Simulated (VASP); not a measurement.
# TiTe2 (P-3m1) in VASP: notebook

The runs below take TiTe2 through single point, with PBEsol.

All numbers are computed with VASP 6.6.1; they aren't measurements. Logs are shortened: lines on timing, memory, paths and dates and some standing lists are left out, and cuts for length are marked.

### Step 1. The cell of the first run

It takes space group P-3m1 (No. 164, trigonal). The conventional cell has a = 3.660 Å, b = 3.660 Å, c = 6.491 Å, α = 90.00°, β = 90.00°, γ = 120.00°. Ti (site symmetry -3m) has 6 Te at 2.92 Å and 6 Ti at 3.66 Å within 3.8 Å. Within 3.8 Å of Te (site symmetry 3m) lie 3 Ti at 2.92 Å and 9 Te at 3.25 to 3.66 Å.

### Step 2. Single point, PBEsol (strained)

The input, INCAR:

```
PREC = Accurate
ENCUT = 520
EDIFF = 1E-6
ISMEAR = 0
SIGMA = 0.1
LREAL = F
LASPH = T
NELM = 80
ALGO = Normal
ISIF = 2
LWAVE = F
LCHARG = F
GGA = PS
NBANDS = 19
```

The input, KPOINTS:

```
Automatic mesh
0
Gamma
  15 15 8
```

The input, POSCAR:

```
TiTe2
1.0
    3.6598005501      0.0000000000      0.0000000000
   -1.8299002750      3.1694802492      0.0000000000
    0.0000000000      0.0000000000      6.4913070600
Ti Te
1 2
Direct
    0.0000000000      0.0000000000      0.0000000000
    0.6666666667      0.3333333333      0.3099200705
    0.3333333333      0.6666666667      0.6900799295
```

Potentials or basis: VASP PAW PBE potentials, release 64 (Ti_sv, Te).

Run with:

```
$ cat potpaw_PBE.64/Ti_sv/POTCAR potpaw_PBE.64/Te/POTCAR > POTCAR
$ mpirun -np 1 vasp_std > vasp.out
```

OUTCAR:

```text
PREC = Accurate
   ENCUT = 520
   EDIFF = 1E-6
   ISMEAR = 0
   LREAL = F
   LASPH = T
   NELM = 80
   ISIF = 2
   GGA = PS

 ion  position               nearest neighbor table
   1  0.000  0.000  0.000-   2 2.92   3 2.92   2 2.92   3 2.92   2 2.92   3 2.92
   2  0.667  0.333  0.310-   1 2.92   1 2.92   1 2.92   3 3.25   3 3.25   3 3.25
   3  0.333  0.667  0.690-   1 2.92   1 2.92   1 2.92   2 3.25   2 3.25   2 3.25

  LATTYP: Found a hexagonal cell.
 ALAT       =     3.6598005501
 C/A-ratio  =     1.7736778196

  Lattice vectors:

 A1 = (   3.6598005501,   0.0000000000,   0.0000000000)
 A2 = (  -1.8299002750,   3.1694802492,   0.0000000000)
 A3 = (   0.0000000000,   0.0000000000,   6.4913070600)

Analysis of symmetry for initial positions (statically):
=====================================================================
 Subroutine PRICEL returns:
 Original cell was already a primitive cell.

 Routine SETGRP: Setting up the symmetry group for a
 hexagonal supercell.

 Subroutine GETGRP returns: Found 12 space group operations
 (whereof 12 operations were pure point group operations)
 out of a pool of 24 trial point group operations.

The static configuration has the point symmetry D_3d.

Analysis of symmetry for dynamics (positions and initial velocities):
=====================================================================
 Subroutine PRICEL returns:
 Original cell was already a primitive cell.

 Routine SETGRP: Setting up the symmetry group for a
 hexagonal supercell.

 Subroutine GETGRP returns: Found 12 space group operations
 (whereof 12 operations were pure point group operations)
 out of a pool of 24 trial point group operations.

The dynamic configuration has the point symmetry D_3d.

 Subroutine INISYM returns: Found 12 space group operations
 (whereof 12 operations are pure point group operations),
 and found     1 'primitive' translations

----------------------------------------------------------------------------------------

                                     Primitive cell

  volume of cell :      75.2970

  direct lattice vectors                    reciprocal lattice vectors
     3.659800550  0.000000000  0.000000000     0.273238934  0.157754572  0.000000000
    -1.829900275  3.169480249  0.000000000     0.000000000  0.315509144  0.000000000
     0.000000000  0.000000000  6.491307060     0.000000000  0.000000000  0.154052179

  length of vectors
     3.659800550  3.659800550  6.491307060     0.315509144  0.315509144  0.154052179

  position of ions in fractional coordinates (direct lattice)
     0.000000000  0.000000000  0.000000000
     0.666666667  0.333333333  0.309920070
     0.333333333  0.666666667  0.690079930

  ion indices of the primitive-cell ions
   primitive index   ion index
                 1           1
                 2           2
                 3           3

----------------------------------------------------------------------------------------

 KPOINTS: Automatic mesh

Automatic generation of k-mesh.
 Grid dimensions read from file:
 generate k-points for:   15   15    8

 Generating k-lattice:

  Cartesian coordinates                     Fractional coordinates (reciprocal lattice)
     0.018215929  0.010516971  0.000000000     0.066666667  0.000000000  0.000000000
     0.000000000  0.021033943  0.000000000     0.000000000  0.066666667  0.000000000
     0.000000000  0.000000000  0.019256522     0.000000000  0.000000000  0.125000000

  Length of vectors
     0.021033943  0.021033943  0.019256522

  Shift w.r.t. Gamma in fractional coordinates (k-lattice)
     0.000000000  0.000000000  0.000000000

 Subroutine IBZKPT returns following result:
 ===========================================

 Found    192 irreducible k-points:

 Following reciprocal coordinates:
            Coordinates               Weight
  0.000000  0.000000  0.000000      1.000000
  0.066667  0.000000  0.000000      6.000000
  0.133333  0.000000  0.000000      6.000000
  0.200000  0.000000  0.000000      6.000000
  0.266667  0.000000  0.000000      6.000000
  0.333333  0.000000  0.000000      6.000000
[... 16 lines left out ...]
  0.333333  0.200000  0.000000     12.000000
  0.400000  0.200000  0.000000      6.000000
 [... further k-points ...]
   k-points           NKPTS =    192   k-points in BZ     NKDIM =    192   number of bands    NBANDS=     19
   number of dos      NEDOS =    301   number of ions     NIONS =      3
   total plane-waves  NPLWV =  37632
   dimension x,y,z NGX =    28 NGY =   28 NGZ =   48
   dimension x,y,z NGXF=    56 NGYF=   56 NGZF=   96
   ions per type =               1   2
   NGX,Y,Z   is equivalent  to a cutoff of  12.72, 12.72, 12.29 a.u.
   NGXF,Y,Z  is equivalent  to a cutoff of  25.44, 25.44, 24.59 a.u.
 SYSTEM =  unknown system
   PREC   = accura    normal or accurate (medium, high low for compatibility)
   ISTART =      0    job   : 0-new  1-cont  2-samecut
   ICHARG =      2    charge: 1-file 2-atom 10-const
   ISPIN  =      1    spin polarized calculation?
   LNONCOLLINEAR =      F non collinear calculations
   LSORBIT =      F    spin-orbit coupling
   LASPH  =      T    aspherical Exc in radial PAW
   ENCUT  =  520.0 eV  38.22 Ry    6.18 a.u.   6.80  6.80 12.07*2*pi/ulx,y,z
   NELM   =     80;   NELMIN=  2; NELMDL= -5     # of ELM steps
   EDIFF  = 0.1E-05   stopping-criterion for ELM
   LREAL  =      F    real-space projection
   EDIFFG = 0.1E-04   stopping-criterion for IOM
   NSW    =      0    number of steps for IOM
   IBRION =     -1    ionic relax: 0-MD 1-quasi-New 2-CG
   NFREE  =      0    steps in history (QN), initial steepest desc. (CG)
   ISIF   =      2    stress and relaxation
   ISYM   =      2    0-nonsym 1-usesym 2-fastsym
   POTIM  = 0.5000    time-step for ionic-motion
   TEBEG  =    0.0;   TEEND  =   0.0 temperature during run
   PSTRESS=    0.0 pullay stress
   NELECT =      24.0000    total number of electrons
   NUPDOWN=      -1.0000    fix difference up-down
   EMIN   =  10.00;   EMAX   =-10.00  energy-range for DOS
   EFERMI =   0.00;   METHOD = LEGACY
   ISMEAR =     0;   SIGMA  =   0.10  broadening in eV -4-tet -1-fermi 0-gaus
   EFERMI_NEDOS =   21; number of points for ismear=-14 and -15
   IALGO  =     38    algorithm
   IMIX   =      4    mixing-type and parameters
     AMIX     =   0.40;   BMIX     =  1.00
     AMIX_MAG =   1.60;   BMIX_MAG =  1.00
  volume/ion in A,a.u.               =      25.10       169.38
  Fermi-wavevector in a.u.,A,eV,Ry     =   1.118286  2.113253 17.014936  1.250563
  Thomas-Fermi vector in A             =   2.254915
   LORBIT       =      0    0 simple, 1 ext, 2 COOP (PROOUT), +10 PAW based schemes
   GGA     = PS    functional components
   LHFCALC =     F    Hartree Fock is set to
   AEXX    =    0.0000 exact exchange contribution
   IVDW    =     0    specifies the selected vdW correction
   LEPSILON=     F    determine dielectric tensor
   LRPA    =     F    only Hartree local field effects (RPA)
 non-spin polarized calculation
 Gauss-broadening in eV      SIGMA  =   0.10
  energy-cutoff  :      520.00
  volume of cell :       75.30
 maximum number of plane-waves:      2044
   NGX = 13   NGY = 13   NGZ = 25

 number of electron      24.0000004 magnetization

 Free energy of the ion-electron system (eV)
  ---------------------------------------------------
  ext. energy  EPLUGINS =         0.00000000
  ---------------------------------------------------
  free energy    TOTEN  =       -16.86459009 eV

  energy without entropy =      -16.85382514  energy(sigma->0) =      -16.85920761

 E-fermi :   7.7895     XC(G=0): -10.4152

 val. band max:        7.7766839397   @ k =   0.0000   0.0667   0.3750
 cond. band min:       7.7944346952   @ k =   0.3333   0.0667   0.2500
 fundamental gap:      0.0177507555
 Fermi energy:         7.7895492016

 k-point     1 :       0.0000    0.0000    0.0000
  band No.  band energies     occupation
      1     -49.5150      2.00000
      2     -25.8572      2.00000
      3     -25.8572      2.00000
      4     -25.8099      2.00000
      5      -5.5415      2.00000
      6      -3.2652      2.00000
[... 11 lines left out ...]
     18      12.8173      0.00000
     19      12.9985      0.00000

 k-point     2 :       0.0667    0.0000    0.0000
  band No.  band energies     occupation
      1     -49.5148      2.00000
      2     -25.8594      2.00000
      3     -25.8577      2.00000
      4     -25.8095      2.00000
      5      -5.4855      2.00000
      6      -3.2311      2.00000
[... 11 lines left out ...]
     18      13.0503      0.00000
     19      13.3395      0.00000

 k-point     3 :       0.1333    0.0000    0.0000
  band No.  band energies     occupation
      1     -49.5143      2.00000
      2     -25.8656      2.00000
      3     -25.8592      2.00000
      4     -25.8083      2.00000
      5      -5.3195      2.00000
      6      -3.1330      2.00000
[... 11 lines left out ...]
     18      13.3939      0.00000
     19      13.7821      0.00000

 k-point     4 :       0.2000    0.0000    0.0000
  band No.  band energies     occupation
      1     -49.5136      2.00000
      2     -25.8748      2.00000
      3     -25.8614      2.00000
      4     -25.8065      2.00000
      5      -5.0497      2.00000
      6      -2.9855      2.00000
[... 11 lines left out ...]
     18      13.3494      0.00000
     19      13.5304      0.00000

 k-point     5 :       0.2667    0.0000    0.0000
  band No.  band energies     occupation
      1     -49.5127      2.00000
      2     -25.8852      2.00000
      3     -25.8640      2.00000
      4     -25.8045      2.00000
      5      -4.6887      2.00000
      6      -2.8176      2.00000
[... 11 lines left out ...]
     18      12.9809      0.00000
     19      13.2233      0.00000

 k-point     6 :       0.3333    0.0000    0.0000
  band No.  band energies     occupation
      1     -49.5119      2.00000
      2     -25.8952      2.00000
      3     -25.8664      2.00000
      4     -25.8026      2.00000
      5      -4.2605      2.00000
      6      -2.6791      2.00000
[... 11 lines left out ...]
     18      12.6398      0.00000
     19      13.1089      0.00000

 k-point     7 :       0.4000    0.0000    0.0000
  band No.  band energies     occupation
      1     -49.5113      2.00000
      2     -25.9030      2.00000
      3     -25.8683      2.00000
      4     -25.8011      2.00000
      5      -3.8123      2.00000
      6      -2.6357      2.00000
[... 11 lines left out ...]
     18      12.4236      0.00000
     19      12.9638      0.00000

 k-point     8 :       0.4667    0.0000    0.0000
  band No.  band energies     occupation
      1     -49.5109      2.00000
      2     -25.9073      2.00000
      3     -25.8694      2.00000
      4     -25.8003      2.00000
      5      -3.4550      2.00000
      6      -2.7051      2.00000
[... 256 lines left out ...]
 k-point    20 :       0.4000    0.1333    0.0000
  band No.  band energies     occupation
      1     -49.5108      2.00000
      2     -25.9047      2.00000
      3     -25.8746      2.00000
      4     -25.7999      2.00000
      5      -3.3416      2.00000
      6      -2.6695      2.00000
[... 11 lines left out ...]
     18      12.1319      0.00000
     19      13.6572      0.00000

 k-point    21 :       0.2000    0.2000    0.0000
  band No.  band energies     occupation
      1     -49.5117      2.00000
      2     -25.8931      2.00000
      3     -25.8716      2.00000
      4     -25.8021      2.00000
      5      -4.1643      2.00000
      6      -2.6308      2.00000
[... 11 lines left out ...]
     18      12.5799      0.00000
     19      14.2152      0.00000

 k-point    22 :       0.2667    0.2000    0.0000
  band No.  band energies     occupation
      1     -49.5111      2.00000
      2     -25.8978      2.00000
      3     -25.8760      2.00000
      4     -25.8007      2.00000
      5      -3.7491      2.00000
      6      -2.5662      2.00000
[... 11 lines left out ...]
     18      11.9201      0.00000
     19      14.2806      0.00000

 k-point    23 :       0.3333    0.2000    0.0000
  band No.  band energies     occupation
      1     -49.5107      2.00000
      2     -25.9008      2.00000
      3     -25.8792      2.00000
      4     -25.7998      2.00000
      5      -3.3568      2.00000
      6      -2.6029      2.00000
[... 11 lines left out ...]
     18      11.5394      0.00000
     19      14.3374      0.00000

 k-point    24 :       0.4000    0.2000    0.0000
  band No.  band energies     occupation
      1     -49.5106      2.00000
      2     -25.9018      2.00000
      3     -25.8804      2.00000
      4     -25.7994      2.00000
      5      -3.1502      2.00000
      6      -2.6771      2.00000
[... 11 lines left out ...]
     18      11.4208      0.00000
     19      14.3712      0.00000

 [... further k-points ...]

------------------------ aborting loop because EDIFF is reached ----------------------------------------

  FORCE on cell =-STRESS in cart. coord.  units (eV):
  Direction    XX          YY          ZZ          XY          YZ          ZX
  --------------------------------------------------------------------------------------
  -------------------------------------------------------------------------------------
  Total       -1.4238344     -1.4238344     -5.1618302     -0.0000000      0.0000000     -0.0000000
  in kB      -30.2964982    -30.2964982   -109.8339693     -0.0000000      0.0000000     -0.0000000
  external PRESSURE =     -56.8089886 kB  Pullay stress =       0.0000000 kB

 VOLUME and BASIS-vectors are now :
 -----------------------------------------------------------------------------
  energy-cutoff  :      520.00
  volume of cell :       75.30
      direct lattice vectors                 reciprocal lattice vectors
     3.659800550  0.000000000  0.000000000     0.273238934  0.157754572  0.000000000
    -1.829900275  3.169480249  0.000000000     0.000000000  0.315509144  0.000000000
     0.000000000  0.000000000  6.491307060     0.000000000  0.000000000  0.154052179

 POSITION                                       TOTAL-FORCE (eV/Angst)
 -----------------------------------------------------------------------------------
      0.00000      0.00000      0.00000        -0.000000      0.000000      0.000000
      1.82990      1.05649      2.01179         0.000000      0.000000     -2.351029
     -0.00000      2.11299      4.47952         0.000000     -0.000000      2.351029
 -----------------------------------------------------------------------------------
    total drift:                               -0.000000     -0.000000      0.000000

  FREE ENERGIE OF THE ION-ELECTRON SYSTEM (eV)
  ---------------------------------------------------
  free  energy   TOTEN  =       -16.8645900918 eV

  energy  without entropy=      -16.8538251358  energy(sigma->0) =      -16.85920761
```

Wall time 8.4 min (1 thread of Intel Xeon 8259CL, shared host); peak memory 0.39 GiB.

What came out:

| Property | Result |
| --- | --- |
| Free energy | -16.8646 eV |
| Pressure | -5.7 GPa |
| Largest force | 2.351 eV/Å |
| Band gap on the k mesh | zero (bands 12 and 13 overlap by 0.92 eV) |

Forces on the atoms (eV/Å):
```
Ti   0.000  0.000  0.000
Te   0.000  0.000 -2.351
Te   0.000  0.000  2.351
```

Caveat: the cell differs from its parent crystal (strained); the stress differs along the axes, from -11 to -3 GPa; the PAW data sets were made with another functional, which shifts forces and pressure a little; spin-orbit coupling is left out, which moves the levels of the heavy elements.

[end of part 1 of 2]
